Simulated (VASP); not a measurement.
# InCuO (P-6m2) in VASP: further runs, part 3 of 3

VASP 6.6.1. The steps go on from the part before.

### Step 6. Relaxation of cell and atoms, PBE

INCAR reads:

```
SYSTEM = InCuO
  PREC = Accurate
  ENCUT = 600
  EDIFF = 1E-6
  ISMEAR = 0
  SIGMA = 0.1
  LREAL = .FALSE.
  LASPH = .TRUE.
  NELM = 60
  ALGO = Normal
  ISIF = 3
  LWAVE = .FALSE.
  LCHARG = .FALSE.
  GGA = PE
  IBRION = 2
  NSW = 100
  EDIFFG = -0.01
```

KPOINTS reads:

```
Automatic mesh
0
G
  18 18 10
  0 0 0
```

POSCAR reads:

```
InCuO
1.0
    3.4674305989      0.0000000000      0.0000000000
   -1.7337152994      3.0028829845      0.0000000000
    0.0000000000      0.0000000000      4.4517583307
In Cu O
1 1 1
Direct
    0.0000000000      0.0000000000      0.0000000000
    0.6666666667      0.3333333333      0.5000000000
    0.3333333333      0.6666666667      0.5000000000
```

Potentials or basis: VASP PAW PBE potentials, release 64 (In_d, Cu, O).

Command:

```
cat potpaw_PBE.64/In_d/POTCAR potpaw_PBE.64/Cu/POTCAR potpaw_PBE.64/O/POTCAR > POTCAR
mpirun -np 1 vasp_std > vasp.out
```

OUTCAR:

```text
SYSTEM = InCuO
   PREC = Accurate
   ENCUT = 600
   EDIFF = 1E-6
   ISMEAR = 0
   LREAL = .FALSE.
   LASPH = .TRUE.
   NELM = 60
   ISIF = 3
   GGA = PE
   IBRION = 2
   NSW = 100
   EDIFFG = -0.01

 ion  position               nearest neighbor table
   1  0.000  0.000  0.000-   2 2.99   3 2.99   2 2.99   3 2.99   3 2.99   3 2.99   2 2.99   2 2.99
                             2 2.99   2 2.99   3 2.99   3 2.99
   2  0.667  0.333  0.500-   3 2.00   3 2.00   3 2.00   1 2.99   1 2.99   1 2.99   1 2.99   1 2.99
                             1 2.99
   3  0.333  0.667  0.500-   2 2.00   2 2.00   2 2.00   1 2.99   1 2.99   1 2.99   1 2.99   1 2.99
                             1 2.99

  LATTYP: Found a hexagonal cell.
 ALAT       =     3.4674305989
 C/A-ratio  =     1.2838781350

  Lattice vectors:

 A1 = (   3.4674305989,   0.0000000000,   0.0000000000)
 A2 = (  -1.7337152994,   3.0028829845,   0.0000000000)
 A3 = (   0.0000000000,   0.0000000000,   4.4517583307)

Analysis of symmetry for initial positions (statically):
=====================================================================
 Subroutine PRICEL returns:
 Original cell was already a primitive cell.
[... 180 lines left out ...]
  --------------------------------------------------------------------------------------
  -------------------------------------------------------------------------------------
  Total        0.0275252      0.0275252     -0.0681801      0.0000000     -0.0000000      0.0000000
  in kB        0.9514011      0.9514011     -2.3566237      0.0000000     -0.0000000      0.0000000
  external PRESSURE =      -0.1512738 kB  Pullay stress =       0.0000000 kB
[... 135 lines left out ...]
--------------------------------------- Ionic step        5  -------------------------------------------

 number of electron      29.9999983 magnetization

 Free energy of the ion-electron system (eV)
  ---------------------------------------------------
  ext. energy  EPLUGINS =         0.00000000
  ---------------------------------------------------
  free energy    TOTEN  =       -12.24457515 eV

  energy without entropy =      -12.23960349  energy(sigma->0) =      -12.24208932

 E-fermi :   6.7674     XC(G=0): -11.0322

 val. band max:        6.7645516640   @ k =   0.3889   0.2222   0.4000
 cond. band min:       6.7674399241   @ k =   0.0556   0.0000   0.1000
 fundamental gap:      0.0028882601
 Fermi energy:         6.7674314299

 k-point     1 :       0.0000    0.0000    0.0000
  band No.  band energies     occupation
      1     -11.6275      2.00000
      2      -7.8727      2.00000
      3      -7.8562      2.00000
      4      -7.8562      2.00000
      5      -7.7239      2.00000
      6      -7.7239      2.00000
[... 505 lines left out ...]
      6      -7.6705      2.00000
[... 11 lines left out ...]
     18      10.8950      0.00000
     19      13.9807      0.00000

 [... further k-points ...]

------------------------ aborting loop because EDIFF is reached ----------------------------------------

  FORCE on cell =-STRESS in cart. coord.  units (eV):
  Direction    XX          YY          ZZ          XY          YZ          ZX
  --------------------------------------------------------------------------------------
  -------------------------------------------------------------------------------------
  Total       -0.0171211     -0.0171211      0.0139471     -0.0000000      0.0000000      0.0000000
  in kB       -0.5947715     -0.5947715      0.4845104     -0.0000000      0.0000000      0.0000000
  external PRESSURE =      -0.2350109 kB  Pullay stress =       0.0000000 kB
[... 18 lines left out ...]
  FREE ENERGIE OF THE ION-ELECTRON SYSTEM (eV)
  ---------------------------------------------------
  free  energy   TOTEN  =       -12.2445751534 eV

  energy  without entropy=      -12.2396034865  energy(sigma->0) =      -12.24208932

 reached required accuracy - stopping structural energy minimisation
```

Run time: 22 min. Hardware: 1 thread of Intel Xeon 8259CL, shared host; peak memory 0.41 GiB.

What came out:

- Free energy: -12.2446 eV
- Relaxed volume: 15.37 Å³/atom
- Relaxed cell: a = 3.501 Å, b = 3.501 Å, c = 4.344 Å, α = 90.00°, β = 90.00°, γ = 120.00°
- Space group after relaxing (to 0.1 Å): P-6m2 (No. 187)
- Energy gained by relaxing: 0.2 meV/atom
- Ionic steps: 5
- Pressure after relaxing: 0.0 GPa
- Band gap on the k mesh: zero (bands 15 and 16 overlap by 0.93 eV)

Stress tensor (GPa, compression positive):
```
-0.06  0.00  0.00
 0.00 -0.06  0.00
 0.00  0.00  0.05
```

Step by step:
```
step  energy change (eV)  largest force (eV/Å)  pressure (GPa)  volume (Å³)
   1              0.0000                0.0000           -0.02        46.35
   2             -0.0001                0.0000            0.31        46.34
   3             -0.0003                0.0000            0.24        46.31
   4             -0.0006                0.0000            0.14        46.25
   5             -0.0007                0.0000           -0.02        46.12
```

Final structure:
```
In Cu O
1.0
     3.50120    0.00000    0.00000
    -1.75060    3.03212    0.00000
     0.00000    0.00000    4.34438
In Cu O
1 1 1
Direct
  0.00000 0.00000 0.00000
  0.66667 0.33333 0.50000
  0.33333 0.66667 0.50000
```

Caveat: spin-orbit coupling is left out, which moves the levels of the heavy elements. With open d or f shells a metallic result of PBE can be an artefact of self-interaction; +U or a hybrid may open a gap.

### Step 7. Overview

| task | spin | cell | k mesh | cutoff (eV) | gap on the mesh (eV) | pressure (GPa) | moment (μB) | relaxed volume (Å³/atom) |
| --- | --- | --- | --- | --- | --- | --- | --- | --- |
| single point | collinear | a = 3.467, b = 3.467, c = 4.452 Å, angles 90.0, 90.0, 120.0°, 3 atoms | 6 × 6 × 6 | 520 | none | 0.3 | 0.00 | - |
| single point | collinear | a = 4.081, b = 4.081, c = 3.299 Å, angles 90.0, 90.0, 120.0°, 3 atoms | 6 × 6 × 6 | 520 | none | -8.9 | 0.00 | - |
| single point | off | a = 3.459, b = 3.459, c = 4.491 Å, angles 90.0, 90.0, 120.0°, 3 atoms | 18 × 18 × 10 | 520 | none | 0.1 | - | - |
| relaxation of cell and atoms | collinear | relaxed from a = 4.081, b = 4.081, c = 3.299 Å, angles 90.0, 90.0, 120.0°, 3 atoms | 6 × 6 × 6 | 600 | none | -0.1 | 0.00 | 15.12 |
| relaxation of cell and atoms | off | relaxed from a = 3.467, b = 3.467, c = 4.452 Å, angles 90.0, 90.0, 120.0°, 3 atoms | 18 × 18 × 10 | 600 | none | 0.0 | - | 15.37 |

Alike in all rows: level PBE; potentials or basis VASP PAW PBE potentials, release 64 (In_d, Cu, O); smearing gaussian 0.1 eV.

Caveats: spin-orbit coupling is left out, which moves the levels of the heavy elements; the cell stands under tension (at least some runs); a cell axis changed by over 15 % at a fixed basis, so the end point is rough (at least some runs).

Absolute energies hang on the potentials; compare differences alone.
